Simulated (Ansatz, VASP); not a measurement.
# One calculation of Si, two programs

```
Si
1.0
     3.85134    0.00000    0.00000
    -1.92567    3.33536    0.00000
     0.00000    0.00000    6.36469
Si
4
Direct
  0.33333 0.66667 0.99993
  0.66667 0.33333 0.49993
  0.33333 0.66667 0.37407
  0.66667 0.33333 0.87407
```

Alike in both runs: functional PBE; k mesh 9 × 9 × 6; occupations gaussian, width 0.02 eV; no spin polarisation.

Ansatz relaxed the structure, and its values are those at the end. VASP's run is a single point on that final structure, the one shown.

```csv
,VASP,Ansatz
version,VASP 6.6.1,Ansatz 0.2.0
potentials or method,"VASP PAW PBE potentials, release 64 (Si), cutoff 520 eV","scalar-relativistic, plane waves, PAW"
valence electrons in the cell,16,16
```

|  | VASP | Ansatz | Ansatz less VASP |
| --- | --- | --- | --- |
| gap on the k mesh at the Fermi level (eV) | 0.49 | 0.49 | 0.000 |
| least direct gap on the mesh (eV) | 0.99 | 0.99 | -0.004 |
| pressure (GPa) | -0.1 | 0.0 | +0.06 |

With one functional, cell and mesh, what is left measures potentials, basis and numerics.
